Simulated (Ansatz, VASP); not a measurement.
## CuI: VASP beside Ansatz

POSCAR

```
CuI
1.0
    0.0000000000      3.0315000000      3.0315000000
    3.0315000000      0.0000000000      3.0315000000
    3.0315000000      3.0315000000      0.0000000000
I Cu
1 1
Direct
    0.0000000000      0.0000000000      0.0000000000
    0.7500000000      0.7500000000      0.7500000000
```

File INCAR.step1:

```
SYSTEM = CuI
PREC = Accurate
ENCUT = 520
EDIFF = 1E-5
ISMEAR = -1
SIGMA = 0.05
LREAL = .False.
LASPH = .True.
NELM = 60
ALGO = Normal
ISIF = 2
LWAVE = .True.
LCHARG = .False.
GGA = PE
NBANDS = 16
```

Contents of INCAR.step2:

```
SYSTEM = CuI
PREC = Accurate
ENCUT = 520
EDIFF = 1E-7
ISMEAR = -1
SIGMA = 0.05
LREAL = .False.
LASPH = .True.
NELM = 60
ALGO = Normal
ISIF = 2
LWAVE = .False.
LCHARG = .False.
GGA = PE
LHFCALC = .True.
AEXX = 1.0
ALDAC = 0.0
AGGAC = 0.0
PRECFOCK = Normal
ISTART = 1
NBANDS = 16
```

KPOINTS

```
Automatic mesh
0
Gamma
  4 4 4
  0 0 0
```

The input input.yaml:

```yaml
crystal:
  lattice:
    - [0.0, 3.0315, 3.0315]
    - [3.0315, 0.0, 3.0315]
    - [3.0315, 3.0315, 0.0]
  atoms:
    - { symbol: I, position: [0.0, 0.0, 0.0] }
    - { symbol: Cu, position: [0.75, 0.75, 0.75] }
hamiltonian:
  xc: hf
  pseudopotentials: { kind: paw }
kpoints:
  mp_grid: { grid: [4, 4, 4] }
  band_path:
    path:
      - [[0.0, 0.0, 0.0], [0.5, 0.0, 0.5], [0.5, 0.25, 0.75], [0.375, 0.375, 0.75], [0.0, 0.0, 0.0], [0.5, 0.5, 0.5], [0.625, 0.25, 0.625], [0.5, 0.25, 0.75], [0.5, 0.5, 0.5], [0.375, 0.375, 0.75]]
      - [[0.625, 0.25, 0.625], [0.5, 0.0, 0.5]]
    npoints: 4
scf:
  occupations: { method: fermi_dirac, width: 0.05 }
  n_extra_bands: 6
output:
  forces: true
  stress: true
  eigenvalues: true
  fatbands: false
```

Alike in both runs: functional HF; k mesh 4 × 4 × 4; occupations fermi-dirac, width 0.05 eV; no spin polarisation.

|  | VASP | Ansatz |
| --- | --- | --- |
| version | VASP 6.6.1 | Ansatz 0.2.0 |
| potentials or method | VASP PAW PBE potentials, release 64 (I, Cu) | Ansatz PAW |
| plane-wave cutoff (eV) | 520 | 420 |
| valence electrons in the cell | 18 | 36 |
| task | single point | band structure |

```csv
,VASP,Ansatz,Ansatz less VASP
gap on the k mesh at the Fermi level (eV),9.85,9.91,+0.059
least direct gap on the mesh (eV),9.85,9.91,+0.059
pressure (GPa),8.3,9.1,+0.83
```

VASP's potentials were made for PBE, not for HF. VASP's potentials hold 18 valence electrons a cell and Ansatz's 36, so a difference there can come from the potentials and not from the codes.

The k mesh is coarse, so the values compare programs but aren't converged. Spin-orbit coupling is off throughout.
